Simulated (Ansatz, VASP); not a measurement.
Pb: VASP beside Ansatz

```
Pb
1.0
     0.01933    2.46287    2.50187
     2.50286   -0.00675    2.52847
     2.48132    2.46742    0.01508
Pb
1
Direct
  0.00000 0.00000 0.00000
```

Alike in both runs: task single point; functional PBE; k mesh 8 × 8 × 8; occupations fermi-dirac, width 0.05 eV; no spin polarisation.

|  | VASP | Ansatz |
| --- | --- | --- |
| version | VASP 6.6.1 | Ansatz 0.2.0 |
| potentials or method | VASP PAW PBE potentials, release 64 (Pb_d) | Ansatz PAW |
| plane-wave cutoff (eV) | 520 | 420 |
| valence electrons in the cell | 14 | 14 |

Ansatz gave:

* gap on the k mesh at the Fermi level (eV): none
* pressure (GPa): 1.9
* traceless stress, the component that is largest in VASP (GPa): -0.39

What did VASP give for the same quantities?

gap on the k mesh at the Fermi level (eV): none; pressure (GPa): 1.8; traceless stress, the component that is largest in VASP (GPa): -0.40.

A gap of «none» marks a metal or a gap that the smearing closes.

Neither program's run includes spin-orbit coupling.
